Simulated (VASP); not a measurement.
Wanted: the native input for a VASP 6.6.1 run.

| Item | Value |
| --- | --- |
| Task | single point |
| Functional | r2SCAN |
| Potentials or basis | VASP PAW PBE potentials, release 64 (Sr_sv) |
| Cutoff | 520 eV |
| k mesh | 5 × 5 × 3 |
| Occupations | fermi-dirac, width 0.1 eV |
| Spin | no spin polarisation |
| Dipole correction | no |
| Further INCAR settings | ALGO = Normal; EDIFF = 1e-06; NBANDS = 17 |

Sr:

```
CELL_PARAMETERS angstrom
4.31333 0.00000 0.00000
-2.15667 3.73546 0.00000
0.00000 0.00000 7.10174
ATOMIC_POSITIONS crystal
Sr 0.33333 0.66667 0.25000
Sr 0.66667 0.33333 0.75000
```

This isn't the form of Sr at room conditions, which is fcc.

One way to write it, as run:

POSCAR

```
Sr
1.0
    4.3133333371      0.0000000000      0.0000000000
   -2.1566666685      3.7354562449      0.0000000000
    0.0000000000      0.0000000000      7.1017350028
Sr
2
Direct
    0.3333333333      0.6666666667      0.2500000000
    0.6666666667      0.3333333333      0.7500000000
```

INCAR.step1

```
PREC = Accurate
ENCUT = 520
ISMEAR = -1
SIGMA = 0.1
LREAL = False
LASPH = True
NELM = 60
NBANDS = 17
GGA = PE
ALGO = Normal
EDIFF = 1E-4
LWAVE = True
LCHARG = False
```

INCAR.step2

```
PREC = Accurate
ENCUT = 520
EDIFF = 1E-6
ISMEAR = -1
SIGMA = 0.1
LREAL = False
LASPH = True
NELM = 60
ALGO = Normal
ISIF = 2
LWAVE = False
LCHARG = False
METAGGA = R2SCAN
LMIXTAU = True
NBANDS = 17
ISTART = 1
```

KPOINTS

```
Automatic mesh
0
Gamma
  5 5 3
```

Potentials or basis: VASP PAW PBE potentials, release 64 (Sr_sv).

Command:

```console
$ cat potpaw_PBE.64/Sr_sv/POTCAR > POTCAR
$ cp INCAR.step1 INCAR
$ mpirun -np 1 vasp_std > vasp.out
$ cp INCAR.step2 INCAR
$ mpirun -np 1 vasp_std > vasp.out
```

Results of the run:

```json
{"Pressure": "0.0 GPa", "Band gap on the k mesh": "zero (bands 10 and 11 overlap by 0.18 eV)"}
```

Caveat: the PAW data sets were made with another functional, which shifts forces and pressure a little.

It took 52 s on 1 thread of Intel(R) Xeon(R) Platinum 8375C CPU @ 2.90GHz (Ice Lake) (shared host), peak memory 0.24 GiB.
